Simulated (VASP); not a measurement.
# HgTe (F-43m) in VASP: further runs, part 2 of 2

VASP 6.6.1. Earlier steps stand in the parts before.

## Step 4: Single point, PBE

This run uses another cell than the first one, of 36.75 Å³/atom.

File INCAR:

```
PREC     = Accurate       # precision mode
ENCUT    = 520            # plane-wave cutoff, eV
EDIFF    = 1E-7           # SCF threshold, eV
ISMEAR   = 0              # smearing method
SIGMA    = 0.1            # smearing width, eV
LREAL    = False          # projectors in reciprocal space
LASPH    = True           # aspherical terms in the spheres
NELM     = 100            # most SCF steps
ALGO     = Normal         # electronic algorithm
ISIF     = 2              # what is computed and relaxed
LWAVE    = False          # write WAVECAR
LCHARG   = False          # write CHGCAR
GGA      = PE             # functional
NBANDS   = 16             # bands
```

File KPOINTS:

```
Automatic mesh
0
Gamma
  9 9 9
```

File POSCAR:

```
HgTe
1.0
    4.7019745438      0.0000000000      0.0000000000
   -2.3509872719      4.0720294029      0.0000000000
    2.3509872719     -1.3573431343      3.8391461386
Hg Te
1 1
Direct
    0.0000000000      0.0000000000      0.0000000000
    0.7500000000      0.2500000000      0.7500000000
```

Potentials or basis: VASP PAW PBE potentials, release 64 (Hg, Te).

Command:

```sh
> cat potpaw_PBE.64/Hg/POTCAR potpaw_PBE.64/Te/POTCAR > POTCAR
> mpirun -np 1 vasp_std > vasp.out
```

OUTCAR:

```text
PREC = Accurate
   ENCUT = 520
   EDIFF = 1E-7
   ISMEAR = 0
   LREAL = False
   LASPH = True
   NELM = 100
   ISIF = 2
   GGA = PE

 ion  position               nearest neighbor table
   1  0.000  0.000  0.000-   2 2.88   2 2.88   2 2.88   2 2.88
   2  0.750  0.250  0.750-   1 2.88   1 2.88   1 2.88   1 2.88

  LATTYP: Found a face centered cubic cell.
 ALAT       =     6.6495961698

  Lattice vectors:

 A1 = (   2.3509872719,  -4.0720294029,   0.0000000000)
 A2 = (   4.7019745438,   0.0000000000,   0.0000000000)
 A3 = (   2.3509872719,  -1.3573431343,   3.8391461386)
[... 624 lines left out ...]
      4      -4.3675      2.00000
      5      -4.1779      2.00000
      6      -3.8288      2.00000
[... 8 lines left out ...]
     15      12.4906      0.00000
     16      13.3288      0.00000

 [... further k-points ...]
[... 5 lines left out ...]
  --------------------------------------------------------------------------------------
  -------------------------------------------------------------------------------------
  Total        0.0283434      0.0283434      0.0283434      0.0000000      0.0000000      0.0000000
  in kB        0.6177838      0.6177838      0.6177838      0.0000000      0.0000000      0.0000000
  external PRESSURE =       0.6177838 kB  Pullay stress =       0.0000000 kB

 VOLUME and BASIS-vectors are now :
 -----------------------------------------------------------------------------
  energy-cutoff  :      520.00
  volume of cell :       73.51
      direct lattice vectors                 reciprocal lattice vectors
     4.701974544  0.000000000  0.000000000     0.212676609  0.122788897 -0.086824862
    -2.350987272  4.072029403  0.000000000     0.000000000  0.245577795  0.086824862
     2.350987272 -1.357343134  3.839146139     0.000000000  0.000000000  0.260474586

 POSITION                                       TOTAL-FORCE (eV/Angst)
 -----------------------------------------------------------------------------------
      0.00000      0.00000      0.00000        -0.000000     -0.000000      0.000000
      4.70197      0.00000      2.87936         0.000000      0.000000     -0.000000
 -----------------------------------------------------------------------------------
    total drift:                               -0.000000     -0.000000     -0.000000

  FREE ENERGIE OF THE ION-ELECTRON SYSTEM (eV)
  ---------------------------------------------------
  free  energy   TOTEN  =        -3.6510412242 eV

  energy  without entropy=       -3.6507437159  energy(sigma->0) =       -3.65089247
```

OSZICAR:

```text
N       E                     dE             d eps       ncg     rms          rms(c)
DAV:   1     0.103233364505E+03    0.10323E+03   -0.78883E+03  1128   0.961E+02
DAV:   2    -0.927081098787E-01   -0.10333E+03   -0.96507E+02  1312   0.221E+02
DAV:   3    -0.381493478535E+01   -0.37222E+01   -0.37141E+01  1328   0.437E+01
DAV:   4    -0.385198874132E+01   -0.37054E-01   -0.37052E-01  1680   0.391E+00
DAV:   5    -0.385209235802E+01   -0.10362E-03   -0.10362E-03  1440   0.193E-01    0.635E+00
DAV:   6    -0.365718535588E+01    0.19491E+00   -0.38411E-01  1264   0.791E+00    0.516E+00
DAV:   7    -0.365140729342E+01    0.57781E-02   -0.86069E-02  1360   0.194E+00    0.205E+00
DAV:   8    -0.365096934338E+01    0.43795E-03   -0.83412E-03  1296   0.102E+00    0.456E-01
DAV:   9    -0.365099899117E+01   -0.29648E-04   -0.70674E-04  1472   0.292E-01    0.904E-02
DAV:  10    -0.365102807170E+01   -0.29081E-04   -0.86165E-05  1384   0.808E-02    0.450E-02
DAV:  11    -0.365104186829E+01   -0.13797E-04   -0.24605E-05  1352   0.331E-02    0.200E-02
DAV:  12    -0.365104125323E+01    0.61506E-06   -0.28842E-06  1296   0.106E-02    0.135E-02
DAV:  13    -0.365104122424E+01    0.28995E-07   -0.25175E-07  1432   0.272E-03
   1 F= -.36510412E+01 E0= -.36508925E+01  d E =-.297508E-03
```

stdout:

```text
POSCAR found type information on POSCAR HgTe
 POSCAR found :  2 types and       2 ions
 scaLAPACK will be used
 LDA part: xc-table for (Slater+PW92), standard interpolation
 POSCAR, INCAR and KPOINTS ok, starting setup
 FFT: planning ... GRIDC
 FFT: planning ... GRID_SOFT
 FFT: planning ... GRID
 WAVECAR not read
 entering main loop
```

It took 70 s on 1 thread of Intel Xeon 8259CL, shared host; peak memory 0.22 GiB.

What came out:

```yaml
Free_energy: -3.6510 eV
Pressure: 0.1 GPa
Band_gap_on_the_k_mesh: zero (filled and empty bands touch)
```

Caveat: semilocal functionals underestimate gaps, and a narrow one can read as zero; spin-orbit coupling is left out, which moves the levels of the heavy elements.

## Step 5: Summary

```csv
task,cell,k mesh,cutoff (eV),smearing,gap on the mesh (eV),pressure (GPa)
single point,"a = 4.280 Å, angles 60.0°, 2 atoms, atomic positions A",12 × 12 × 12,520,fermi-dirac 0.15 eV,none,20.2
relaxation of cell and atoms,"relaxed to 20 GPa from a = 4.704 Å, angles 60.0°, 2 atoms, atomic positions A",12 × 12 × 12,600,fermi-dirac 0.15 eV,none,20.0
single point,"a = 4.702 Å, angles 120.0, 60.0, 120.0°, 2 atoms, atomic positions B",9 × 9 × 9,520,gaussian 0.1 eV,none,0.1
```

Alike in all rows: level PBE; potentials or basis VASP PAW PBE potentials, release 64 (Hg, Te); no spin polarisation.

Caveats: semilocal functionals underestimate gaps, and a narrow one can read as zero; spin-orbit coupling is left out, which moves the levels of the heavy elements; the cell stands under pressure (at least some runs); the cell is relaxed towards a set pressure, so the run minimises the enthalpy, not the energy (at least some runs); the volume moved by over 15 % at a fixed basis, so the end points are rough (at least some runs).

Total energies depend on the potentials used, so only differences within one code and one set of settings carry meaning.
